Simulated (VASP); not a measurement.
# Al5O3 (P4/mmm) in VASP: notebook

Runs on Al5O3. Level: PBE. Tasks: single point.

Everything below comes from runs of VASP 6.6.1. Logs are shortened: lines on timing, memory, paths and dates and some standing lists are left out, and cuts for length are marked.

### Step 1. The cell of the first run

Symmetry: P4/mmm, No. 123, tetragonal system. Conventional cell: a = 2.660 Å, b = 2.660 Å, c = 13.553 Å, α = 90.00°, β = 90.00°, γ = 90.00°. Within 3.5 Å of Al (site symmetry 4mm) lie 9 Al at 2.66 to 3.28 Å and 5 O at 2.87 to 3.49 Å. Al (site symmetry 4/mmm) has 8 O at 2.19 Å and 4 Al at 2.66 Å within 2.9 Å. Within 3.2 Å of Al (site symmetry 4mm) lie 4 O at 2.38 Å and 9 Al at 2.66 to 2.93 Å. O (site symmetry 4mm) has 8 Al at 2.19 to 2.87 Å and 5 O at 2.24 to 2.66 Å within 2.9 Å. Within 3.2 Å of O (site symmetry 4/mmm) lie 8 Al at 2.38 Å and 4 O at 2.66 Å.

### Step 2. Single point, PBE, collinear spin, ferromagnetic start

INCAR

```
ALGO = Normal ; EDIFF = 1E-6
ENCUT = 520 ; GGA = PE
ISIF = 2 ; ISMEAR = 0
ISPIN = 2 ; LASPH = True
LCHARG = False ; LORBIT = 11
LREAL = False ; LWAVE = False
MAGMOM = 0 0 0 0 0 1 1 1 ; NBANDS = 30
NELM = 150 ; PREC = Accurate
SIGMA = 0.1
```

KPOINTS

```
k-points
0
Gamma
  6 6 2
```

POSCAR

```
Al5O3
1.0
    2.6600404702      0.0000000000      0.0000000000
    0.0000000000      2.6600404702      0.0000000000
    0.0000000000      0.0000000000     13.5534084982
Al O
5 3
Direct
    0.0000000000      0.0000000000      0.2422398193
    0.0000000000      0.0000000000      0.7577601807
    0.0000000000      0.0000000000      0.0000000000
    0.5000000000      0.5000000000      0.3918389204
    0.5000000000      0.5000000000      0.6081610796
    0.5000000000      0.5000000000      0.0826606094
    0.5000000000      0.5000000000      0.9173393906
    0.0000000000      0.0000000000      0.5000000000
```

Potentials or basis: VASP PAW PBE potentials, release 64 (Al, O).

The run is started by

```sh
cat potpaw_PBE.64/Al/POTCAR potpaw_PBE.64/O/POTCAR > POTCAR
mpirun -np 1 vasp_std > vasp.out
```

OUTCAR:

```text
EDIFF = 1E-6
   ENCUT = 520
   GGA = PE
   ISIF = 2
   ISMEAR = 0
   ISPIN = 2
   LASPH = True
   LORBIT = 11
   LREAL = False
   NELM = 150
   PREC = Accurate

 ion  position               nearest neighbor table
   1  0.000  0.000  0.242-   4 2.77   4 2.77   4 2.77   4 2.77   3 3.28
   2  0.000  0.000  0.758-   5 2.77   5 2.77   5 2.77   5 2.77   3 3.28
   3  0.000  0.000  0.000-   6 2.19   7 2.19   6 2.19   7 2.19   6 2.19   7 2.19   6 2.19   7 2.19
                             1 3.28   2 3.28
   4  0.500  0.500  0.392-   8 2.38   8 2.38   8 2.38   8 2.38   1 2.77   1 2.77   1 2.77   1 2.77
                             5 2.93
   5  0.500  0.500  0.608-   8 2.38   8 2.38   8 2.38   8 2.38   2 2.77   2 2.77   2 2.77   2 2.77
                             4 2.93
   6  0.500  0.500  0.083-   3 2.19   3 2.19   3 2.19   3 2.19
   7  0.500  0.500  0.917-   3 2.19   3 2.19   3 2.19   3 2.19
   8  0.000  0.000  0.500-   4 2.38   5 2.38   4 2.38   5 2.38   4 2.38   5 2.38   4 2.38   5 2.38

  LATTYP: Found a simple tetragonal cell.
 ALAT       =     2.6600404702
 C/A-ratio  =     5.0951888327

  Lattice vectors:

 A1 = (   2.6600404702,   0.0000000000,   0.0000000000)
 A2 = (   0.0000000000,   2.6600404702,   0.0000000000)
 A3 = (   0.0000000000,   0.0000000000,  13.5534084982)

Analysis of symmetry for initial positions (statically):
=====================================================================
 Subroutine PRICEL returns:
 Original cell was already a primitive cell.

 Routine SETGRP: Setting up the symmetry group for a
 simple tetragonal supercell.

 Subroutine GETGRP returns: Found 16 space group operations
 (whereof 16 operations were pure point group operations)
 out of a pool of 16 trial point group operations.

The static configuration has the point symmetry D_4h.

Analysis of symmetry for dynamics (positions and initial velocities):
=====================================================================
 Subroutine PRICEL returns:
 Original cell was already a primitive cell.

 Routine SETGRP: Setting up the symmetry group for a
 simple tetragonal supercell.

 Subroutine GETGRP returns: Found 16 space group operations
 (whereof 16 operations were pure point group operations)
 out of a pool of 16 trial point group operations.

The dynamic configuration has the point symmetry D_4h.

Analysis of structural, dynamic, and magnetic symmetry:
=====================================================================
 Subroutine PRICEL returns:
 Original cell was already a primitive cell.

 Routine SETGRP: Setting up the symmetry group for a
 simple tetragonal supercell.

 Subroutine GETGRP returns: Found 16 space group operations
 (whereof 16 operations were pure point group operations)
 out of a pool of 16 trial point group operations.

The overall configuration has the point symmetry D_4h.

 Subroutine INISYM returns: Found 16 space group operations
 (whereof 16 operations are pure point group operations),
 and found     1 'primitive' translations

----------------------------------------------------------------------------------------

                                     Primitive cell

  volume of cell :      95.9014

  direct lattice vectors                    reciprocal lattice vectors
     2.660040470  0.000000000  0.000000000     0.375934130  0.000000000  0.000000000
     0.000000000  2.660040470  0.000000000     0.000000000  0.375934130  0.000000000
     0.000000000  0.000000000 13.553408498     0.000000000  0.000000000  0.073782178

  length of vectors
     2.660040470  2.660040470 13.553408498     0.375934130  0.375934130  0.073782178

  position of ions in fractional coordinates (direct lattice)
     0.000000000  0.000000000  0.242239819
     0.000000000  0.000000000  0.757760181
     0.000000000  0.000000000  0.000000000
     0.500000000  0.500000000  0.391838920
     0.500000000  0.500000000  0.608161080
[... 61 lines left out ...]
  0.500000  0.333333  0.500000      4.000000
  0.500000  0.500000  0.500000      1.000000
   k-points           NKPTS =     20   k-points in BZ     NKDIM =     20   number of bands    NBANDS=     30
   number of dos      NEDOS =    301   number of ions     NIONS =      8
   total plane-waves  NPLWV =  43200
   dimension x,y,z NGX =    20 NGY =   20 NGZ =  108
   dimension x,y,z NGXF=    40 NGYF=   40 NGZF=  216
   ions per type =               5   3
   NGX,Y,Z   is equivalent  to a cutoff of  12.50, 12.50, 13.25 a.u.
   NGXF,Y,Z  is equivalent  to a cutoff of  25.00, 25.00, 26.49 a.u.
 SYSTEM =  unknown system
   PREC   = accura    normal or accurate (medium, high low for compatibility)
   ISTART =      0    job   : 0-new  1-cont  2-samecut
   ICHARG =      2    charge: 1-file 2-atom 10-const
   ISPIN  =      2    spin polarized calculation?
   LNONCOLLINEAR =      F non collinear calculations
   LSORBIT =      F    spin-orbit coupling
   LASPH  =      T    aspherical Exc in radial PAW
   ENCUT  =  520.0 eV  38.22 Ry    6.18 a.u.   4.95  4.95 25.20*2*pi/ulx,y,z
   NELM   =    150;   NELMIN=  2; NELMDL= -5     # of ELM steps
   EDIFF  = 0.1E-05   stopping-criterion for ELM
   LREAL  =      F    real-space projection
   EDIFFG = 0.1E-04   stopping-criterion for IOM
   NSW    =      0    number of steps for IOM
   IBRION =     -1    ionic relax: 0-MD 1-quasi-New 2-CG
   NFREE  =      0    steps in history (QN), initial steepest desc. (CG)
   ISIF   =      2    stress and relaxation
   ISYM   =      2    0-nonsym 1-usesym 2-fastsym
   POTIM  = 0.5000    time-step for ionic-motion
   TEBEG  =    0.0;   TEEND  =   0.0 temperature during run
   PSTRESS=    0.0 pullay stress
   NELECT =      33.0000    total number of electrons
   NUPDOWN=      -1.0000    fix difference up-down
   EMIN   =  10.00;   EMAX   =-10.00  energy-range for DOS
   EFERMI =   0.00;   METHOD = LEGACY
   ISMEAR =     0;   SIGMA  =   0.10  broadening in eV -4-tet -1-fermi 0-gaus
   EFERMI_NEDOS =   21; number of points for ismear=-14 and -15
   IALGO  =     38    algorithm
   IMIX   =      4    mixing-type and parameters
     AMIX     =   0.40;   BMIX     =  1.00
     AMIX_MAG =   1.60;   BMIX_MAG =  1.00
  volume/ion in A,a.u.               =      11.99        80.90
  Fermi-wavevector in a.u.,A,eV,Ry     =   1.147196  2.167887 17.906080  1.316060
  Thomas-Fermi vector in A             =   2.283877
   LORBIT       =     11    0 simple, 1 ext, 2 COOP (PROOUT), +10 PAW based schemes
   GGA     = PE    functional components
   LHFCALC =     F    Hartree Fock is set to
   AEXX    =    0.0000 exact exchange contribution
   IVDW    =     0    specifies the selected vdW correction
   LEPSILON=     F    determine dielectric tensor
   LRPA    =     F    only Hartree local field effects (RPA)
 spin polarized calculation
 Gauss-broadening in eV      SIGMA  =   0.10
  energy-cutoff  :      520.00
  volume of cell :       95.90
 maximum number of plane-waves:      2604
 NGX is ok and might be reduce to    20
   NGX =  9   NGY =  9   NGZ = 51

 number of electron      32.9999985 magnetization       0.0011231

 Free energy of the ion-electron system (eV)
  ---------------------------------------------------
  ext. energy  EPLUGINS =         0.00000000
  ---------------------------------------------------
  free energy    TOTEN  =       -39.01822837 eV

  energy without entropy =      -39.01461503  energy(sigma->0) =      -39.01642170

 E-fermi :   8.1333     XC(G=0): -10.8340

 val. band max:        8.1148783211   @ k =   0.5000   0.0000   0.5000
 cond. band min:       8.2953109516   @ k =   0.3333   0.3333   0.0000
 fundamental gap:      0.1804326305
 Fermi energy:         8.1333386639

 spin component 1

 k-point     1 :       0.0000    0.0000    0.0000
  band No.  band energies     occupation
      1     -12.3178      1.00000
      2     -12.0864      1.00000
      3     -10.3345      1.00000
      4      -2.7280      1.00000
      5      -2.0215      1.00000
      6       0.5603      1.00000
[... 609 lines left out ...]
     27      12.0700      0.00000
     28      14.5226      0.00000
 Fermi energy:         8.1333386639

 spin component 2

 k-point     1 :       0.0000    0.0000    0.0000
  band No.  band energies     occupation
      1     -12.3178      1.00000
      2     -12.0864      1.00000
      3     -10.3344      1.00000
      4      -2.7278      1.00000
      5      -2.0211      1.00000
      6       0.5606      1.00000
[... 609 lines left out ...]
     27      12.0704      0.00000
     28      14.5231      0.00000
 [bands above 28 left out]

------------------------ aborting loop because EDIFF is reached ----------------------------------------

  FORCE on cell =-STRESS in cart. coord.  units (eV):
  Direction    XX          YY          ZZ          XY          YZ          ZX
  --------------------------------------------------------------------------------------
  -------------------------------------------------------------------------------------
  Total        0.0596640      0.0596640      0.0855992      0.0000000      0.0000000      0.0000000
  in kB        0.9967768      0.9967768      1.4300635      0.0000000      0.0000000      0.0000000
  external PRESSURE =       1.1412057 kB  Pullay stress =       0.0000000 kB

 VOLUME and BASIS-vectors are now :
 -----------------------------------------------------------------------------
  energy-cutoff  :      520.00
  volume of cell :       95.90
      direct lattice vectors                 reciprocal lattice vectors
     2.660040470  0.000000000  0.000000000     0.375934130  0.000000000  0.000000000
     0.000000000  2.660040470  0.000000000     0.000000000  0.375934130  0.000000000
     0.000000000  0.000000000 13.553408498     0.000000000  0.000000000  0.073782178

 POSITION                                       TOTAL-FORCE (eV/Angst)
 -----------------------------------------------------------------------------------
      0.00000      0.00000      3.28318        -0.000000      0.000000     -0.001481
      0.00000      0.00000     10.27023        -0.000000      0.000000      0.001481
      0.00000      0.00000      0.00000        -0.000000      0.000000      0.000000
      1.33002      1.33002      5.31075        -0.000000      0.000000      0.001750
      1.33002      1.33002      8.24266         0.000000      0.000000     -0.001750
      1.33002      1.33002      1.12033         0.000000      0.000000      0.006135
      1.33002      1.33002     12.43308        -0.000000     -0.000000     -0.006135
      0.00000      0.00000      6.77670        -0.000000      0.000000      0.000000
 -----------------------------------------------------------------------------------
    total drift:                                0.000000      0.000000      0.000000

  FREE ENERGIE OF THE ION-ELECTRON SYSTEM (eV)
  ---------------------------------------------------
  free  energy   TOTEN  =       -39.0182283737 eV

  energy  without entropy=      -39.0146150317  energy(sigma->0) =      -39.01642170

 total charge

# of ion       s       p       d       tot
------------------------------------------
    1        0.468   0.316   0.000   0.784
    2        0.468   0.316   0.000   0.784
    3        0.288   0.291   0.000   0.579
    4        0.434   0.318   0.000   0.752
    5        0.434   0.318   0.000   0.752
    6        1.585   3.374   0.000   4.960
    7        1.585   3.374   0.000   4.960
    8        1.597   3.337   0.000   4.934
--------------------------------------------------
tot          6.860  11.644   0.000  18.504

 magnetization (x)

# of ion       s       p       d       tot
------------------------------------------
    1        0.000   0.000   0.000   0.000
    2        0.000   0.000   0.000   0.000
    3       -0.000   0.000   0.000  -0.000
    4       -0.000  -0.000   0.000  -0.000
    5       -0.000  -0.000   0.000  -0.000
    6        0.000  -0.000   0.000  -0.000
    7        0.000  -0.000   0.000  -0.000
    8        0.000  -0.000   0.000  -0.000
--------------------------------------------------
tot          0.000  -0.000   0.000  -0.000
```

Run time: 2 min. Hardware: 1 thread of AMD EPYC 7R43 (Zen 3), shared host; peak memory 0.23 GiB.

What came out:

* Free energy: -39.0182 eV
* Pressure: 0.1 GPa
* Largest force: 0.006 eV/Å
* Net moment: 0.00 μB per cell
* Valence electrons inside the program's atomic spheres: Al 0.78, 0.58, 0.75; O 4.96, 4.93

Forces in eV/Å, atoms in the order of the input:
```
Al   0.000  0.000 -0.001
Al   0.000  0.000  0.001
Al   0.000  0.000  0.000
Al   0.000  0.000  0.002
Al   0.000  0.000 -0.002
O    0.000  0.000  0.006
O    0.000  0.000 -0.006
O    0.000  0.000  0.000
```

Levels at points of the mesh, in eV from the Fermi level:
Spin up:
```csv
k point,band 13,band 14,band 15,band 16,band 17,band 18,band 19,band 20
"(0.00, 0.00, 0.00)",-2.76,-1.87,-1.87,-0.44,-0.30,2.00,3.24,5.62
"(0.50, 0.00, 0.00)",-2.77,-2.38,-2.21,-1.35,-0.47,0.24,1.10,1.26
"(0.50, 0.50, 0.00)",-1.29,-1.29,-0.80,-0.80,-0.38,0.67,1.06,1.50
"(0.00, 0.00, 0.50)",-2.25,-1.92,-1.87,-1.87,0.84,1.33,3.91,4.58
"(0.50, 0.00, 0.50)",-2.77,-2.21,-1.99,-1.35,-0.35,-0.02,0.57,1.75
"(0.50, 0.50, 0.50)",-1.33,-1.33,-0.74,-0.74,-0.32,0.90,0.91,0.91
```
Spin down:
| k point | band 13 | band 14 | band 15 | band 16 | band 17 | band 18 | band 19 | band 20 |
| --- | --- | --- | --- | --- | --- | --- | --- | --- |
| (0.00, 0.00, 0.00) | -2.76 | -1.87 | -1.87 | -0.44 | -0.30 | 2.00 | 3.24 | 5.62 |
| (0.50, 0.00, 0.00) | -2.77 | -2.38 | -2.21 | -1.35 | -0.47 | 0.24 | 1.10 | 1.26 |
| (0.50, 0.50, 0.00) | -1.29 | -1.29 | -0.80 | -0.80 | -0.38 | 0.67 | 1.06 | 1.50 |
| (0.00, 0.00, 0.50) | -2.25 | -1.92 | -1.87 | -1.87 | 0.84 | 1.33 | 3.91 | 4.58 |
| (0.50, 0.00, 0.50) | -2.77 | -2.21 | -1.99 | -1.35 | -0.35 | -0.02 | 0.57 | 1.75 |
| (0.50, 0.50, 0.50) | -1.33 | -1.33 | -0.74 | -0.74 | -0.32 | 0.90 | 0.91 | 0.91 |

Caveat: the k points lie up to 0.39 Å⁻¹ apart.

### Step 3. Single point, PBE, collinear spin, ferromagnetic start

This run uses another cell than the first one, of 13.69 Å³/atom, 1.142 times its volume.

INCAR

```
PREC = Accurate ; ENCUT = 520
EDIFF = 1E-7 ; ISMEAR = 0
SIGMA = 0.1 ; LREAL = F
LASPH = T ; NELM = 150
ALGO = Normal ; ISIF = 2
LWAVE = F ; LCHARG = F
ISPIN = 2 ; MAGMOM = 0 0 0 0 0 1 1 1
LORBIT = 11 ; GGA = PE
NBANDS = 30
```

KPOINTS

```
Automatic mesh
0
Gamma
  6 6 2
```

POSCAR

```
Al5O3
1.0
    3.1500751400      0.0000000000      0.0000000000
    0.0000000000      3.1500751400      0.0000000000
    0.0000000000      0.0000000000     11.0402264000
Al O
5 3
Direct
    0.0000000000      0.0000000000      0.2500000000
    0.0000000000      0.0000000000      0.7500000000
    0.0000000000      0.0000000000      0.0000000000
    0.5000000000      0.5000000000      0.3750000000
    0.5000000000      0.5000000000      0.6250000000
    0.5000000000      0.5000000000      0.1250000000
    0.5000000000      0.5000000000      0.8750000000
    0.0000000000      0.0000000000      0.5000000000
```

Potentials or basis: VASP PAW PBE potentials, release 64 (Al, O).

The run is started by

```sh
cat potpaw_PBE.64/Al/POTCAR potpaw_PBE.64/O/POTCAR > POTCAR
mpirun -np 1 vasp_std > vasp.out
```

Wall time 2.6 min (1 thread of AMD EPYC 7R43 (Zen 3), shared host); peak memory 0.26 GiB.

Results (log left out):

| Quantity | Value |
| --- | --- |
| Free energy | -35.9401 eV |
| Pressure | -10.1 GPa |
| Largest force | 1.218 eV/Å |
| Net moment | 0.00 μB per cell |
| Valence electrons inside the program's atomic spheres | Al 0.74, 0.63; O 4.82 |

Forces in eV/Å, atoms in the order of the input:
```
Al   0.000  0.000 -1.132
Al   0.000  0.000  1.132
Al   0.000  0.000  0.000
Al   0.000  0.000  1.218
Al   0.000  0.000 -1.218
O    0.000  0.000 -0.659
O    0.000  0.000  0.659
O    0.000  0.000  0.000
```

Stress tensor (GPa, compression positive):
```
-16.10   0.00   0.00
  0.00 -16.10   0.00
  0.00   0.00   2.05
```

Levels at points of the mesh, in eV from the Fermi level:
Spin up:
| k point | band 13 | band 14 | band 15 | band 16 | band 17 | band 18 | band 19 | band 20 |
| --- | --- | --- | --- | --- | --- | --- | --- | --- |
| (0.00, 0.00, 0.00) | -2.68 | -2.68 | -1.71 | -0.62 | -0.60 | 3.49 | 4.23 | 4.23 |
| (0.50, 0.00, 0.00) | -2.34 | -2.32 | -1.88 | -1.34 | 0.51 | 1.85 | 2.26 | 2.87 |
| (0.50, 0.50, 0.00) | -2.89 | -2.14 | -1.65 | -1.65 | -1.23 | -0.94 | -0.94 | -0.06 |
| (0.00, 0.00, 0.50) | -2.65 | -2.65 | -1.64 | -1.16 | -0.09 | 2.94 | 4.20 | 4.20 |
| (0.50, 0.00, 0.50) | -2.34 | -2.32 | -1.91 | -1.10 | 0.78 | 1.63 | 2.36 | 2.53 |
| (0.50, 0.50, 0.50) | -2.60 | -1.93 | -1.93 | -1.87 | -1.76 | -0.66 | -0.66 | 0.08 |
Spin down:
```
           k point  band 14  band 15  band 16  band 17  band 18  band 19
(0.00, 0.00, 0.00)    -2.68    -1.71    -0.62    -0.60     3.49     4.23
(0.50, 0.00, 0.00)    -2.32    -1.88    -1.34     0.51     1.86     2.26
(0.50, 0.50, 0.00)    -2.14    -1.65    -1.65    -1.23    -0.94    -0.94
(0.00, 0.00, 0.50)    -2.65    -1.64    -1.16    -0.09     2.94     4.20
(0.50, 0.00, 0.50)    -2.32    -1.91    -1.10     0.78     1.63     2.36
(0.50, 0.50, 0.50)    -1.93    -1.93    -1.87    -1.76    -0.66    -0.66
```

Caveat: forces of over 1 eV/Å act on the atoms, so gaps and moduli don't describe the material at rest.
